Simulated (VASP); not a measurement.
# Te (Fm-3m) in VASP: further runs

Te is run at these levels: r2SCAN; tasks: relaxation of cell and atoms, single point.

All numbers are computed with VASP 6.6.1; they aren't measurements. Logs are shortened: lines on timing, memory, paths and dates and some standing lists are left out, and cuts for length are marked.

## (1) The cell of the first run

The structure is cubic, space group Fm-3m (No. 225). Conventional cell: a = 4.868 Å, b = 4.868 Å, c = 4.868 Å, α = 90.00°, β = 90.00°, γ = 90.00°. Within 4.5 Å of Te (site symmetry m-3m) lie 12 Te at 3.44 Å.

## (2) Relaxation of cell and atoms, r2SCAN

The input, POSCAR:

```
Te
1.0
    0.0000000000      2.4339108928      2.4339108928
    2.4339108928      0.0000000000      2.4339108928
    2.4339108928      2.4339108928      0.0000000000
Te
1
Direct
    0.0000000000      0.0000000000      0.0000000000
```

The input, INCAR.step1:

```
SYSTEM = Te
PREC = Accurate ; ENCUT = 600
ISMEAR = -1 ; SIGMA = 0.1
LREAL = .False. ; LASPH = .True.
NELM = 80 ; GGA = PE
ALGO = Normal ; EDIFF = 1E-4
LWAVE = .True. ; LCHARG = .False.
```

The input, INCAR.step2:

```
SYSTEM = Te
PREC = Accurate ; ENCUT = 600
EDIFF = 1E-6 ; ISMEAR = -1
SIGMA = 0.1 ; LREAL = .False.
LASPH = .True. ; NELM = 80
ALGO = Normal ; ISIF = 3
LWAVE = .False. ; LCHARG = .False.
METAGGA = R2SCAN ; LMIXTAU = .True.
IBRION = 2 ; NSW = 80
EDIFFG = -0.01 ; ISTART = 1
```

The input, KPOINTS:

```
Automatic mesh
0
Gamma
  11 11 11
  0 0 0
```

Potentials or basis: VASP PAW PBE potentials, release 64 (Te).

Command:

```sh
$ cat potpaw_PBE.64/Te/POTCAR > POTCAR
$ cp INCAR.step1 INCAR
$ mpirun -np 1 vasp_std > vasp.out
$ cp INCAR.step2 INCAR
$ mpirun -np 1 vasp_std > vasp.out
```

OUTCAR:

```text
SYSTEM = Te
   PREC = Accurate
   ENCUT = 600
   EDIFF = 1E-6
   ISMEAR = -1
   LREAL = .False.
   LASPH = .True.
   NELM = 80
   ISIF = 3
   METAGGA = R2SCAN
   IBRION = 2
   NSW = 80
   EDIFFG = -0.01
   ISTART = 1

 ion  position               nearest neighbor table
   1  0.000  0.000  0.000-

  LATTYP: Found a face centered cubic cell.
 ALAT       =     4.8678217856

  Lattice vectors:

 A1 = (   0.0000000000,   2.4339108928,   2.4339108928)
 A2 = (   2.4339108928,   0.0000000000,   2.4339108928)
 A3 = (   2.4339108928,   2.4339108928,   0.0000000000)

Analysis of symmetry for initial positions (statically):
=====================================================================
 Subroutine PRICEL returns:
 Original cell was already a primitive cell.

 Routine SETGRP: Setting up the symmetry group for a
 face centered cubic supercell.

 Subroutine GETGRP returns: Found 48 space group operations
 (whereof 48 operations were pure point group operations)
 out of a pool of 48 trial point group operations.

The static configuration has the point symmetry O_h .

Analysis of symmetry for dynamics (positions and initial velocities):
=====================================================================
 Subroutine PRICEL returns:
 Original cell was already a primitive cell.

 Routine SETGRP: Setting up the symmetry group for a
 face centered cubic supercell.

 Subroutine GETGRP returns: Found 48 space group operations
 (whereof 48 operations were pure point group operations)
 out of a pool of 48 trial point group operations.

The dynamic configuration has the point symmetry O_h .

 Subroutine INISYM returns: Found 48 space group operations
 (whereof 48 operations are pure point group operations),
 and found     1 'primitive' translations

----------------------------------------------------------------------------------------

                                     Primitive cell

  volume of cell :      28.8366

  direct lattice vectors                    reciprocal lattice vectors
     0.000000000  2.433910893  2.433910893    -0.205430692  0.205430692  0.205430692
     2.433910893  0.000000000  2.433910893     0.205430692 -0.205430692  0.205430692
     2.433910893  2.433910893  0.000000000     0.205430692  0.205430692 -0.205430692

  length of vectors
     3.442069794  3.442069794  3.442069794     0.355816397  0.355816397  0.355816397

  position of ions in fractional coordinates (direct lattice)
     0.000000000  0.000000000  0.000000000

  ion indices of the primitive-cell ions
   primitive index   ion index
                 1           1

----------------------------------------------------------------------------------------

 KPOINTS: Automatic mesh

Automatic generation of k-mesh.
 Grid dimensions read from file:
 generate k-points for:   11   11   11

 Generating k-lattice:

  Cartesian coordinates                     Fractional coordinates (reciprocal lattice)
    -0.018675517  0.018675517  0.018675517     0.090909091  0.000000000  0.000000000
     0.018675517 -0.018675517  0.018675517     0.000000000  0.090909091  0.000000000
     0.018675517  0.018675517 -0.018675517     0.000000000  0.000000000  0.090909091

  Length of vectors
     0.032346945  0.032346945  0.032346945

  Shift w.r.t. Gamma in fractional coordinates (k-lattice)
     0.000000000  0.000000000  0.000000000

 Subroutine IBZKPT returns following result:
 ===========================================

 Found     56 irreducible k-points:

 Following reciprocal coordinates:
            Coordinates               Weight
  0.000000  0.000000  0.000000      1.000000
  0.090909  0.000000  0.000000      8.000000
  0.181818  0.000000  0.000000      8.000000
  0.272727  0.000000  0.000000      8.000000
  0.363636  0.000000  0.000000      8.000000
  0.454545  0.000000  0.000000      8.000000
[... 16 lines left out ...]
 -0.272727  0.181818  0.000000     24.000000
 -0.181818  0.181818  0.000000     12.000000
 [... further k-points ...]
   k-points           NKPTS =     56   k-points in BZ     NKDIM =     56   number of bands    NBANDS=      7
   number of dos      NEDOS =    301   number of ions     NIONS =      1
   total plane-waves  NPLWV =  21952
   dimension x,y,z NGX =    28 NGY =   28 NGZ =   28
   dimension x,y,z NGXF=    56 NGYF=   56 NGZF=   56
   ions per type =               1
   NGX,Y,Z   is equivalent  to a cutoff of  13.52, 13.52, 13.52 a.u.
   NGXF,Y,Z  is equivalent  to a cutoff of  27.05, 27.05, 27.05 a.u.
 SYSTEM =  Te
   PREC   = accura    normal or accurate (medium, high low for compatibility)
   ISTART =      1    job   : 0-new  1-cont  2-samecut
   ICHARG =      0    charge: 1-file 2-atom 10-const
   ISPIN  =      1    spin polarized calculation?
   LNONCOLLINEAR =      F non collinear calculations
   LSORBIT =      F    spin-orbit coupling
   LASPH  =      T    aspherical Exc in radial PAW
   ENCUT  =  600.0 eV  44.10 Ry    6.64 a.u.   6.87  6.87  6.87*2*pi/ulx,y,z
   NELM   =     80;   NELMIN=  2; NELMDL=  0     # of ELM steps
   EDIFF  = 0.1E-05   stopping-criterion for ELM
   LREAL  =      F    real-space projection
   EDIFFG = -.1E-01   stopping-criterion for IOM
   NSW    =     80    number of steps for IOM
   IBRION =      2    ionic relax: 0-MD 1-quasi-New 2-CG
   NFREE  =      1    steps in history (QN), initial steepest desc. (CG)
   ISIF   =      3    stress and relaxation
   ISYM   =      2    0-nonsym 1-usesym 2-fastsym
   POTIM  = 0.5000    time-step for ionic-motion
   TEBEG  =    0.0;   TEEND  =   0.0 temperature during run
   PSTRESS=    0.0 pullay stress
   NELECT =       6.0000    total number of electrons
   NUPDOWN=      -1.0000    fix difference up-down
   EMIN   =  10.00;   EMAX   =-10.00  energy-range for DOS
   EFERMI =   0.00;   METHOD = LEGACY
   ISMEAR =    -1;   SIGMA  =   0.10  broadening in eV -4-tet -1-fermi 0-gaus
   EFERMI_NEDOS =   21; number of points for ismear=-14 and -15
   IALGO  =     38    algorithm
   IMIX   =      4    mixing-type and parameters
     AMIX     =   0.40;   BMIX     =  1.00
     AMIX_MAG =   1.60;   BMIX_MAG =  1.00
  volume/ion in A,a.u.               =      28.84       194.60
  Fermi-wavevector in a.u.,A,eV,Ry     =   0.970087  1.833198 12.804012  0.941068
  Thomas-Fermi vector in A             =   2.100193
   LORBIT       =      0    0 simple, 1 ext, 2 COOP (PROOUT), +10 PAW based schemes
   METAGGA = R2SCAN    functional components
   LHFCALC =     F    Hartree Fock is set to
   AEXX    =    0.0000 exact exchange contribution
   IVDW    =     0    specifies the selected vdW correction
   LEPSILON=     F    determine dielectric tensor
   LRPA    =     F    only Hartree local field effects (RPA)
 conjugate gradient relaxation of ions
 non-spin polarized calculation
  energy-cutoff  :      600.00
  volume of cell :       28.84
 maximum number of plane-waves:       974
   NGX = 13   NGY = 13   NGZ = 13

--------------------------------------- Ionic step        1  -------------------------------------------

 number of electron       6.0000000 magnetization

 Free energy of the ion-electron system (eV)
  ---------------------------------------------------
  ext. energy  EPLUGINS =         0.00000000
  ---------------------------------------------------
  free energy    TOTEN  =       -24.88828401 eV

  energy without entropy =      -24.85797067  energy(sigma->0) =      -24.87312734

------------------------ aborting loop because EDIFF is reached ----------------------------------------

  FORCE on cell =-STRESS in cart. coord.  units (eV):
  Direction    XX          YY          ZZ          XY          YZ          ZX
  --------------------------------------------------------------------------------------
  -------------------------------------------------------------------------------------
  Total       -0.1553882     -0.1553882     -0.1553882     -0.0000000      0.0000000      0.0000000
  in kB       -8.6334531     -8.6334531     -8.6334531     -0.0000000      0.0000000      0.0000000
  external PRESSURE =      -8.6334531 kB  Pullay stress =       0.0000000 kB

 VOLUME and BASIS-vectors are now :
 -----------------------------------------------------------------------------
  energy-cutoff  :      600.00
  volume of cell :       28.84
      direct lattice vectors                 reciprocal lattice vectors
     0.000000000  2.433910893  2.433910893    -0.205430692  0.205430692  0.205430692
     2.433910893  0.000000000  2.433910893     0.205430692 -0.205430692  0.205430692
     2.433910893  2.433910893  0.000000000     0.205430692  0.205430692 -0.205430692
[... 36 lines left out ...]
 POSITION                                       TOTAL-FORCE (eV/Angst)
 -----------------------------------------------------------------------------------
      2.41567      0.00000      2.41567         0.000000     -0.000000     -0.000000
 -----------------------------------------------------------------------------------
    total drift:                               -0.000000      0.000000     -0.000000

  FREE ENERGIE OF THE ION-ELECTRON SYSTEM (eV)
  ---------------------------------------------------
  free  energy   TOTEN  =       -24.8893803707 eV

  energy  without entropy=      -24.8597071258  energy(sigma->0) =      -24.87454375

--------------------------------------- Ionic step        3  -------------------------------------------

 number of electron       6.0000000 magnetization

 Free energy of the ion-electron system (eV)
  ---------------------------------------------------
  ext. energy  EPLUGINS =         0.00000000
  ---------------------------------------------------
  free energy    TOTEN  =       -24.88957103 eV

  energy without entropy =      -24.85973281  energy(sigma->0) =      -24.87465192

 E-fermi :   7.6866     XC(G=0): -10.6028

 val. band max:        7.6747919828   @ k =   0.4545   0.2727   0.0000
 cond. band min:       7.6941920437   @ k =  -0.3636   0.3636   0.0000
 fundamental gap:      0.0194000610
 Fermi energy:         7.6866476070

 k-point     1 :       0.0000    0.0000    0.0000
  band No.  band energies     occupation
      1      -6.7291      2.00000
      2      10.8953      0.00000
      3      10.8953      0.00000
      4      10.8953      0.00000
      5      17.6877      0.00000
      6      17.6877      0.00000
      7      17.6877      0.00000

 k-point     2 :       0.0909    0.0000    0.0000
  band No.  band energies     occupation
      1      -6.5787      2.00000
      2       9.7634      0.00000
      3      10.7439      0.00000
      4      10.7439      0.00000
      5      16.9822      0.00000
      6      17.9705      0.00000
      7      17.9705      0.00000
[... 201 lines left out ...]
 k-point    23 :      -0.2727    0.1818    0.0000
  band No.  band energies     occupation
      1      -4.3876      2.00000
      2       4.0158      2.00000
      3       6.5274      1.99998
      4       9.6864      0.00000
      5      15.7400      0.00000
      6      18.0754      0.00000
      7      18.4980      0.00000

 k-point    24 :      -0.1818    0.1818    0.0000
  band No.  band energies     occupation
      1      -5.1915      2.00000
      2       5.6739      2.00000
      3       7.2369      1.97797
      4      10.2786      0.00000
      5      16.8403      0.00000
      6      17.6477      0.00000
      7      18.7468      0.00000

 [... further k-points ...]
[... 5 lines left out ...]
  --------------------------------------------------------------------------------------
  -------------------------------------------------------------------------------------
  Total        0.0019567      0.0019567      0.0019567      0.0000000      0.0000000     -0.0000000
  in kB        0.1105148      0.1105148      0.1105148      0.0000000      0.0000000     -0.0000000
  external PRESSURE =       0.1105148 kB  Pullay stress =       0.0000000 kB

 VOLUME and BASIS-vectors are now :
 -----------------------------------------------------------------------------
  energy-cutoff  :      600.00
  volume of cell :       28.37
      direct lattice vectors                 reciprocal lattice vectors
    -0.000000000  2.420615347  2.420615347    -0.206559047  0.206559047  0.206559047
     2.420615347  0.000000000  2.420615347     0.206559047 -0.206559047  0.206559047
     2.420615347  2.420615347 -0.000000000     0.206559047  0.206559047 -0.206559047

 POSITION                                       TOTAL-FORCE (eV/Angst)
 -----------------------------------------------------------------------------------
      0.00000      0.00000      0.00000        -0.000000      0.000000     -0.000000
 -----------------------------------------------------------------------------------
    total drift:                                0.000000      0.000000      0.000000

  FREE ENERGIE OF THE ION-ELECTRON SYSTEM (eV)
  ---------------------------------------------------
  free  energy   TOTEN  =       -24.8895710346 eV

  energy  without entropy=      -24.8597328080  energy(sigma->0) =      -24.87465192

 reached required accuracy - stopping structural energy minimisation
```

Run time: 83 s. Hardware: 1 thread of Intel Xeon Platinum 8488C (Sapphire Rapids), shared host; peak memory 0.18 GiB.

What came out:

* Free energy: -24.8896 eV
* Relaxed volume: 28.37 Å³/atom
* Relaxed cell: a = 3.423 Å, b = 3.423 Å, c = 3.423 Å, α = 60.00°, β = 60.00°, γ = 60.00°
* Space group after relaxing (to 0.05 Å): Fm-3m (No. 225)
* Energy gained by relaxing: 1.3 meV/atom
* Ionic steps: 3
* Pressure after relaxing: 0.0 GPa
* Band gap on the k mesh: zero (band 3 reaches 10.90 eV, above the bottom of band 4 at 5.93 eV)

The path:
| step | energy change (eV) | largest force (eV/Å) | pressure (GPa) | volume (Å³) |
| --- | --- | --- | --- | --- |
| 1 | 0.0000 | 0.0000 | -0.86 | 28.84 |
| 2 | -0.0011 | 0.0000 | 0.33 | 28.19 |
| 3 | -0.0013 | 0.0000 | 0.01 | 28.37 |

Final structure:
```cif
data_structure
_symmetry_space_group_name_H-M 'P 1'
_symmetry_Int_Tables_number 1
_cell_length_a 3.4233
_cell_length_b 3.4233
_cell_length_c 3.4233
_cell_angle_alpha 60.000
_cell_angle_beta 60.000
_cell_angle_gamma 60.000
_cell_volume 28.37
loop_
_atom_site_label
_atom_site_type_symbol
_atom_site_fract_x
_atom_site_fract_y
_atom_site_fract_z
_atom_site_occupancy
Te1 Te 0.00000 0.00000 0.00000 1
```

Caveat: the PAW data sets were made with another functional, which shifts forces and pressure a little; spin-orbit coupling is left out, which moves the levels of the heavy elements.

## (3) Single point, r2SCAN, non-collinear spin, zero start, spin-orbit coupling

This run uses another cell than the first one, of 28.41 Å³/atom, 0.985 times its volume.

The input, POSCAR:

```
Te
1.0
    0.0000000000      2.4219472457      2.4219472457
    2.4219472457      0.0000000000      2.4219472457
    2.4219472457      2.4219472457      0.0000000000
Te
1
Direct
    0.0000000000      0.0000000000      0.0000000000
```

The input, INCAR.step1:

```
PREC = Accurate
ENCUT = 520
ISMEAR = -1
SIGMA = 0.1
LREAL = False
LASPH = True
NELM = 150
MAGMOM = 0 0 0
LSORBIT = True
GGA_COMPAT = False
NBANDS = 17
GGA = PE
ALGO = Normal
EDIFF = 1E-4
LWAVE = True
LCHARG = False
```

The input, INCAR.step2:

```
PREC = Accurate
ENCUT = 520
EDIFF = 1E-7
ISMEAR = -1
SIGMA = 0.1
LREAL = False
LASPH = True
NELM = 150
ALGO = Normal
ISIF = 2
LWAVE = False
LCHARG = False
MAGMOM = 0 0 0
LORBIT = 11
LSORBIT = True
GGA_COMPAT = False
LORBMOM = True
METAGGA = R2SCAN
LMIXTAU = True
NBANDS = 17
ISTART = 1
```

The input, KPOINTS:

```
regular mesh
0
Gamma
  11 11 11
```

Potentials or basis: VASP PAW PBE potentials, release 64 (Te).

Command:

```sh
$ cat potpaw_PBE.64/Te/POTCAR > POTCAR
$ cp INCAR.step1 INCAR
$ mpirun -np 1 vasp_ncl > vasp.out
$ cp INCAR.step2 INCAR
$ mpirun -np 1 vasp_ncl > vasp.out
```

Wall time 4.1 min (1 thread of Intel Xeon Platinum 8488C (Sapphire Rapids), shared host); peak memory 0.3 GiB.

The run converged. Its results:

```yaml
Free_energy: -25.0134 eV
Pressure: 0.3 GPa
Net_moment: 0.00 μB per cell
Valence_electrons_inside_the_program's_atomic_spheres: Te 3.26
```

Moments on the atoms (μB; x, y, z):
```
Te  0.00 0.00 0.00
```

Caveat: the PAW data sets were made with another functional, which shifts forces and pressure a little.
